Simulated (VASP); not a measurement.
# Ta2C (P-3m1) in VASP: further runs

Runs on Ta2C. Level: PBEsol. Tasks: single point.

Program: VASP 6.6.1. These are calculated values, not measurements. Logs are shortened: lines on timing, memory, paths and dates and some standing lists are left out, and cuts for length are marked.

### Step 1. The cell of the first run

Symmetry: P-3m1, No. 164, trigonal system. The conventional cell has a = 2.941 Å, b = 2.941 Å, c = 4.675 Å, α = 90.00°, β = 90.00°, γ = 120.00°. Within 2.7 Å of Ta (site symmetry 3m) lie 3 C at 2.07 Å. C (site symmetry -3m) has 6 Ta at 2.07 Å within 2.7 Å.

### Step 2. Single point, PBEsol (strain -0.050 along x and y, -0.050 along z)

The input, INCAR:

```
PREC = Accurate ; ENCUT = 520
EDIFF = 1E-6 ; ISMEAR = 0
SIGMA = 0.15 ; LREAL = F
LASPH = T ; NELM = 100
ALGO = Normal ; ISIF = 2
LWAVE = F ; LCHARG = F
GGA = PS ; NBANDS = 20
```

The input, KPOINTS:

```
regular mesh
0
Gamma
  18 18 10
```

The input, POSCAR:

```
Ta2C
1.0
    2.9405356692      0.0000000000      0.0000000000
   -1.4702678346      2.5465785903      0.0000000000
    0.0000000000      0.0000000000      4.6750262656
Ta C
2 1
Direct
    0.3333333333      0.6666666667      0.2528761934
    0.6666666667      0.3333333333      0.7471238066
    0.0000000000      0.0000000000      0.0000000000
```

Potentials or basis: VASP PAW PBE potentials, release 64 (Ta_pv, C).

Run with:

```console
cat potpaw_PBE.64/Ta_pv/POTCAR potpaw_PBE.64/C/POTCAR > POTCAR
mpirun -np 1 vasp_std > vasp.out
```

OUTCAR:

```text
PREC = Accurate
   ENCUT = 520
   EDIFF = 1E-6
   ISMEAR = 0
   LREAL = F
   LASPH = T
   NELM = 100
   ISIF = 2
   GGA = PS

 ion  position               nearest neighbor table
   1  0.333  0.667  0.253-   3 2.07   3 2.07   3 2.07   2 2.87   2 2.87   2 2.87   2 2.91   2 2.91
                             2 2.91
   2  0.667  0.333  0.747-   3 2.07   3 2.07   3 2.07   1 2.87   1 2.87   1 2.87   1 2.91   1 2.91
                             1 2.91
   3  0.000  0.000  0.000-   1 2.07   2 2.07   2 2.07   1 2.07   2 2.07   1 2.07

  LATTYP: Found a hexagonal cell.
 ALAT       =     2.9405356692
 C/A-ratio  =     1.5898553160

  Lattice vectors:

 A1 = (   2.9405356692,   0.0000000000,   0.0000000000)
 A2 = (  -1.4702678346,   2.5465785903,   0.0000000000)
 A3 = (   0.0000000000,   0.0000000000,   4.6750262656)

Analysis of symmetry for initial positions (statically):
=====================================================================
 Subroutine PRICEL returns:
 Original cell was already a primitive cell.

 Routine SETGRP: Setting up the symmetry group for a
 hexagonal supercell.

 Subroutine GETGRP returns: Found 12 space group operations
 (whereof 12 operations were pure point group operations)
 out of a pool of 24 trial point group operations.

The static configuration has the point symmetry D_3d.

Analysis of symmetry for dynamics (positions and initial velocities):
=====================================================================
 Subroutine PRICEL returns:
 Original cell was already a primitive cell.

 Routine SETGRP: Setting up the symmetry group for a
 hexagonal supercell.

 Subroutine GETGRP returns: Found 12 space group operations
 (whereof 12 operations were pure point group operations)
 out of a pool of 24 trial point group operations.

The dynamic configuration has the point symmetry D_3d.

 Subroutine INISYM returns: Found 12 space group operations
 (whereof 12 operations are pure point group operations),
 and found     1 'primitive' translations

----------------------------------------------------------------------------------------

                                     Primitive cell

  volume of cell :      35.0080

  direct lattice vectors                    reciprocal lattice vectors
     2.940535669  0.000000000  0.000000000     0.340074093  0.196341869  0.000000000
    -1.470267835  2.546578590  0.000000000     0.000000000  0.392683738  0.000000000
     0.000000000  0.000000000  4.675026266     0.000000000  0.000000000  0.213902542

  length of vectors
     2.940535669  2.940535669  4.675026266     0.392683738  0.392683738  0.213902542

  position of ions in fractional coordinates (direct lattice)
     0.333333333  0.666666667  0.252876193
     0.666666667  0.333333333  0.747123807
     0.000000000  0.000000000  0.000000000

  ion indices of the primitive-cell ions
   primitive index   ion index
                 1           1
                 2           2
                 3           3

----------------------------------------------------------------------------------------

 KPOINTS: regular mesh

Automatic generation of k-mesh.
 Grid dimensions read from file:
 generate k-points for:   18   18   10

 Generating k-lattice:

  Cartesian coordinates                     Fractional coordinates (reciprocal lattice)
     0.018893005  0.010907882  0.000000000     0.055555556  0.000000000  0.000000000
     0.000000000  0.021815763  0.000000000     0.000000000  0.055555556  0.000000000
     0.000000000  0.000000000  0.021390254     0.000000000  0.000000000  0.100000000

  Length of vectors
     0.021815763  0.021815763  0.021390254

  Shift w.r.t. Gamma in fractional coordinates (k-lattice)
     0.000000000  0.000000000  0.000000000

 Subroutine IBZKPT returns following result:
 ===========================================

 Found    330 irreducible k-points:

 Following reciprocal coordinates:
            Coordinates               Weight
  0.000000  0.000000  0.000000      1.000000
  0.055556  0.000000  0.000000      6.000000
  0.111111  0.000000  0.000000      6.000000
  0.166667  0.000000  0.000000      6.000000
  0.222222  0.000000  0.000000      6.000000
  0.277778 -0.000000  0.000000      6.000000
[... 16 lines left out ...]
  0.333333  0.111111  0.000000     12.000000
  0.388889  0.111111  0.000000     12.000000
 [... further k-points ...]
   k-points           NKPTS =    330   k-points in BZ     NKDIM =    330   number of bands    NBANDS=     20
   number of dos      NEDOS =    301   number of ions     NIONS =      3
   total plane-waves  NPLWV =  20736
   dimension x,y,z NGX =    24 NGY =   24 NGZ =   36
   dimension x,y,z NGXF=    48 NGYF=   48 NGZF=   72
   ions per type =               2   1
   NGX,Y,Z   is equivalent  to a cutoff of  13.57, 13.57, 12.80 a.u.
   NGXF,Y,Z  is equivalent  to a cutoff of  27.14, 27.14, 25.60 a.u.
 SYSTEM =  unknown system
   PREC   = accura    normal or accurate (medium, high low for compatibility)
   ISTART =      0    job   : 0-new  1-cont  2-samecut
   ICHARG =      2    charge: 1-file 2-atom 10-const
   ISPIN  =      1    spin polarized calculation?
   LNONCOLLINEAR =      F non collinear calculations
   LSORBIT =      F    spin-orbit coupling
   LASPH  =      T    aspherical Exc in radial PAW
   ENCUT  =  520.0 eV  38.22 Ry    6.18 a.u.   5.47  5.47  8.69*2*pi/ulx,y,z
   NELM   =    100;   NELMIN=  2; NELMDL= -5     # of ELM steps
   EDIFF  = 0.1E-05   stopping-criterion for ELM
   LREAL  =      F    real-space projection
   EDIFFG = 0.1E-04   stopping-criterion for IOM
   NSW    =      0    number of steps for IOM
   IBRION =     -1    ionic relax: 0-MD 1-quasi-New 2-CG
   NFREE  =      0    steps in history (QN), initial steepest desc. (CG)
   ISIF   =      2    stress and relaxation
   ISYM   =      2    0-nonsym 1-usesym 2-fastsym
   POTIM  = 0.5000    time-step for ionic-motion
   TEBEG  =    0.0;   TEEND  =   0.0 temperature during run
   PSTRESS=    0.0 pullay stress
   NELECT =      26.0000    total number of electrons
   NUPDOWN=      -1.0000    fix difference up-down
   EMIN   =  10.00;   EMAX   =-10.00  energy-range for DOS
   EFERMI =   0.00;   METHOD = LEGACY
   ISMEAR =     0;   SIGMA  =   0.15  broadening in eV -4-tet -1-fermi 0-gaus
   EFERMI_NEDOS =   21; number of points for ismear=-14 and -15
   IALGO  =     38    algorithm
   IMIX   =      4    mixing-type and parameters
     AMIX     =   0.40;   BMIX     =  1.00
     AMIX_MAG =   1.60;   BMIX_MAG =  1.00
  volume/ion in A,a.u.               =      11.67        78.75
  Fermi-wavevector in a.u.,A,eV,Ry     =   1.482553  2.801618 29.905088  2.197962
  Thomas-Fermi vector in A             =   2.596324
   LORBIT       =      0    0 simple, 1 ext, 2 COOP (PROOUT), +10 PAW based schemes
   GGA     = PS    functional components
   LHFCALC =     F    Hartree Fock is set to
   AEXX    =    0.0000 exact exchange contribution
   IVDW    =     0    specifies the selected vdW correction
   LEPSILON=     F    determine dielectric tensor
   LRPA    =     F    only Hartree local field effects (RPA)
 non-spin polarized calculation
 Gauss-broadening in eV      SIGMA  =   0.15
  energy-cutoff  :      520.00
  volume of cell :       35.01
 maximum number of plane-waves:       970
 NGX is ok and might be reduce to    24
   NGX = 11   NGY = 11   NGZ = 17

 number of electron      26.0000003 magnetization

 Free energy of the ion-electron system (eV)
  ---------------------------------------------------
  ext. energy  EPLUGINS =         0.00000000
  ---------------------------------------------------
  free energy    TOTEN  =       -35.69899884 eV

  energy without entropy =      -35.68990885  energy(sigma->0) =      -35.69445384

 E-fermi :   7.8473     XC(G=0): -13.7528

 val. band max:        7.8439243130   @ k =   0.4444   0.0000   0.2000
 cond. band min:       7.8612375236   @ k =   0.0000   0.1111   0.3000
 fundamental gap:      0.0173132106
 Fermi energy:         7.8473393979

 k-point     1 :       0.0000    0.0000    0.0000
  band No.  band energies     occupation
      1     -26.9022      2.00000
      2     -25.6359      2.00000
      3     -25.6359      2.00000
      4     -25.4481      2.00000
      5     -25.4481      2.00000
      6     -25.3458      2.00000
[... 12 lines left out ...]
     19      11.1524      0.00000
     20      16.4880      0.00000

 k-point     2 :       0.0556    0.0000    0.0000
  band No.  band energies     occupation
      1     -26.8876      2.00000
      2     -25.6707      2.00000
      3     -25.6483      2.00000
      4     -25.4819      2.00000
      5     -25.4506      2.00000
      6     -25.3511      2.00000
[... 12 lines left out ...]
     19      11.6454      0.00000
     20      16.7144      0.00000

 k-point     3 :       0.1111    0.0000    0.0000
  band No.  band energies     occupation
      1     -26.8446      2.00000
      2     -25.7704      2.00000
      3     -25.6825      2.00000
      4     -25.5774      2.00000
      5     -25.4588      2.00000
      6     -25.3674      2.00000
[... 12 lines left out ...]
     19      12.6798      0.00000
     20      17.1366      0.00000

 k-point     4 :       0.1667    0.0000    0.0000
  band No.  band energies     occupation
      1     -26.7758      2.00000
      2     -25.9213      2.00000
      3     -25.7321      2.00000
      4     -25.7190      2.00000
      5     -25.4740      2.00000
      6     -25.3957      2.00000
[... 429 lines left out ...]
 k-point    23 :       0.3333    0.1111    0.0000
  band No.  band energies     occupation
      1     -26.5988      2.00000
      2     -26.3534      2.00000
      3     -26.2878      2.00000
      4     -25.9863      2.00000
      5     -25.6569      2.00000
      6     -25.6378      2.00000
[... 12 lines left out ...]
     19      15.5167      0.00000
     20      15.8220      0.00000

 k-point    24 :       0.3889    0.1111    0.0000
  band No.  band energies     occupation
      1     -26.6801      2.00000
      2     -26.3923      2.00000
      3     -26.2170      2.00000
      4     -26.0303      2.00000
      5     -25.7096      2.00000
      6     -25.6657      2.00000
[... 12 lines left out ...]
     19      15.0007      0.00000
     20      15.5257      0.00000

 [... further k-points ...]

------------------------ aborting loop because EDIFF is reached ----------------------------------------

  FORCE on cell =-STRESS in cart. coord.  units (eV):
  Direction    XX          YY          ZZ          XY          YZ          ZX
  --------------------------------------------------------------------------------------
  -------------------------------------------------------------------------------------
  Total       13.4351327     13.4351327     13.8980342      0.0000000      0.0000000      0.0000000
  in kB      614.8723347    614.8723348    636.0574856      0.0000000      0.0000000      0.0000000
  external PRESSURE =     621.9340517 kB  Pullay stress =       0.0000000 kB

 VOLUME and BASIS-vectors are now :
 -----------------------------------------------------------------------------
  energy-cutoff  :      520.00
  volume of cell :       35.01
      direct lattice vectors                 reciprocal lattice vectors
     2.940535669  0.000000000  0.000000000     0.340074093  0.196341869  0.000000000
    -1.470267835  2.546578590  0.000000000     0.000000000  0.392683738  0.000000000
     0.000000000  0.000000000  4.675026266     0.000000000  0.000000000  0.213902542

 POSITION                                       TOTAL-FORCE (eV/Angst)
 -----------------------------------------------------------------------------------
     -0.00000      1.69772      1.18220        -0.000000      0.000000      1.821286
      1.47027      0.84886      3.49282         0.000000      0.000000     -1.821286
      0.00000      0.00000      0.00000        -0.000000      0.000000      0.000000
 -----------------------------------------------------------------------------------
    total drift:                                0.000000     -0.000000      0.000000

  FREE ENERGIE OF THE ION-ELECTRON SYSTEM (eV)
  ---------------------------------------------------
  free  energy   TOTEN  =       -35.6989988354 eV

  energy  without entropy=      -35.6899088493  energy(sigma->0) =      -35.69445384
```

It took 3.7 min on 1 thread of Intel Xeon 8259CL, shared host; peak memory 0.33 GiB.

What came out:

- Free energy: -35.6990 eV
- Pressure: 62.2 GPa
- Largest force: 1.821 eV/Å
- Band gap on the k mesh: zero (bands 13 and 14 overlap by 0.99 eV)

Forces in eV/Å, atoms in the order of the input:
```
Ta   0.000  0.000  1.821
Ta   0.000  0.000 -1.821
C    0.000  0.000  0.000
```

Stress tensor (GPa, compression positive):
```
61.49  0.00  0.00
 0.00 61.49  0.00
 0.00  0.00 63.61
```

Levels at points of the mesh, in eV from the Fermi level:
```csv
k point,band 9,band 10,band 11,band 12,band 13,band 14,band 15,band 16,band 17,band 18
"(0.00, 0.00, 0.00)",-4.17,-4.17,-2.51,-0.09,0.57,0.57,1.33,1.33,2.83,2.83
"(0.50, 0.00, 0.00)",-4.74,-4.59,-4.54,-1.78,0.06,4.08,4.24,5.82,6.33,6.51
"(0.00, 0.00, 0.50)",-4.48,-4.48,-2.12,-1.52,-0.42,-0.42,3.65,3.65,4.31,4.31
"(0.50, 0.00, 0.50)",-5.27,-3.98,-3.04,-0.86,-0.64,1.82,1.86,5.36,6.04,6.13
```

Caveat: the cell differs from its parent crystal (strain -0.050 along x and y, -0.050 along z); the cell stands under pressure; the PAW data sets were made with another functional, which shifts forces and pressure a little; spin-orbit coupling is left out, which moves the levels of the heavy elements.

### Step 3. Single point, PBEsol (strain -0.050 along x and y, -0.025 along z)

The input, INCAR:

```
SYSTEM = Ta2C
ALGO = Normal
EDIFF = 1E-7
ENCUT = 520
GGA = PS
ISIF = 2
ISMEAR = 0
LASPH = .True.
LCHARG = .True.
LELF = .True.
LREAL = .False.
LVHAR = .True.
LWAVE = .False.
NBANDS = 20
NELM = 100
PREC = Accurate
SIGMA = 0.15
```

The input, KPOINTS:

```
k-points
0
Gamma
  18 18 10
  0 0 0
```

Edit POSCAR of step 2 so:

```diff
@@ -4,3 +4,3 @@
    -1.4702678346      2.5465785903      0.0000000000
-    0.0000000000      0.0000000000      4.6750262656
+    0.0000000000      0.0000000000      4.7980532726
 Ta C
```

Potentials or basis: VASP PAW PBE potentials, release 64 (Ta_pv, C).

Run with:

```console
cat potpaw_PBE.64/Ta_pv/POTCAR potpaw_PBE.64/C/POTCAR > POTCAR
mpirun -np 1 vasp_std > vasp.out
```

OUTCAR:

```text
SYSTEM = Ta2C
   EDIFF = 1E-7
   ENCUT = 520
   GGA = PS
   ISIF = 2
   ISMEAR = 0
   LASPH = .True.
   LREAL = .False.
   NELM = 100
   PREC = Accurate

 ion  position               nearest neighbor table
   1  0.333  0.667  0.253-   3 2.09   3 2.09   3 2.09   2 2.92   2 2.92   2 2.92   2 2.96   2 2.96
                             2 2.96
   2  0.667  0.333  0.747-   3 2.09   3 2.09   3 2.09   1 2.92   1 2.92   1 2.92   1 2.96   1 2.96
                             1 2.96
   3  0.000  0.000  0.000-   1 2.09   2 2.09   2 2.09   1 2.09   2 2.09   1 2.09

  LATTYP: Found a hexagonal cell.
 ALAT       =     2.9405356692
[... 749 lines left out ...]
  Direction    XX          YY          ZZ          XY          YZ          ZX
  --------------------------------------------------------------------------------------
  -------------------------------------------------------------------------------------
  Total       11.7983527     11.7983527      9.4480866      0.0000000      0.0000000      0.0000000
  in kB      526.1182383    526.1182383    421.3139572      0.0000000      0.0000000      0.0000000
  external PRESSURE =     491.1834779 kB  Pullay stress =       0.0000000 kB

 VOLUME and BASIS-vectors are now :
 -----------------------------------------------------------------------------
  energy-cutoff  :      520.00
  volume of cell :       35.93
      direct lattice vectors                 reciprocal lattice vectors
     2.940535669  0.000000000  0.000000000     0.340074093  0.196341869  0.000000000
    -1.470267835  2.546578590  0.000000000     0.000000000  0.392683738  0.000000000
     0.000000000  0.000000000  4.798053273     0.000000000  0.000000000  0.208417861

 POSITION                                       TOTAL-FORCE (eV/Angst)
 -----------------------------------------------------------------------------------
     -0.00000      1.69772      1.21331        -0.000000      0.000000      1.406698
      1.47027      0.84886      3.58474         0.000000      0.000000     -1.406698
      0.00000      0.00000      0.00000         0.000000      0.000000      0.000000
 -----------------------------------------------------------------------------------
    total drift:                                0.000000     -0.000000      0.000000

  FREE ENERGIE OF THE ION-ELECTRON SYSTEM (eV)
  ---------------------------------------------------
  free  energy   TOTEN  =       -36.0024692086 eV

  energy  without entropy=      -35.9945802387  energy(sigma->0) =      -35.99852472
```

stdout:

```text
POSCAR found type information on POSCAR TaC
 POSCAR found :  2 types and       3 ions
 scaLAPACK will be used
 -----------------------------------------------------------------------------
|                                                                             |
|                                                                             |
|     You enforced a specific xc type in the INCAR file but a different       |
|     I HOPE YOU KNOW WHAT YOU ARE DOING!                                     |
|                                                                             |
 -----------------------------------------------------------------------------

 LDA part: xc-table for (Slater+PW92), standard interpolation
 POSCAR, INCAR and KPOINTS ok, starting setup
 FFT: planning ... GRIDC
 FFT: planning ... GRID_SOFT
 FFT: planning ... GRID
 WAVECAR not read
 entering main loop
```

It took 6 min on 1 thread of Intel Xeon 8259CL, shared host; peak memory 0.33 GiB.

Results:

```yaml
Free_energy: -36.0025 eV
Pressure: 49.1 GPa
Largest_force: 1.407 eV/Å
Band_gap_on_the_k_mesh: zero (bands 13 and 14 overlap by 0.83 eV)
```

Forces in eV/Å, atoms in the order of the input:
```
Ta   0.000  0.000  1.407
Ta   0.000  0.000 -1.407
C    0.000  0.000  0.000
```

Stress tensor (GPa, compression positive):
```
52.61  0.00  0.00
 0.00 52.61  0.00
 0.00  0.00 42.13
```

Caveat: the cell differs from its parent crystal (strain -0.050 along x and y, -0.025 along z); the stress differs along the axes, from 42 to 53 GPa; the PAW data sets were made with another functional, which shifts forces and pressure a little; spin-orbit coupling is left out, which moves the levels of the heavy elements.
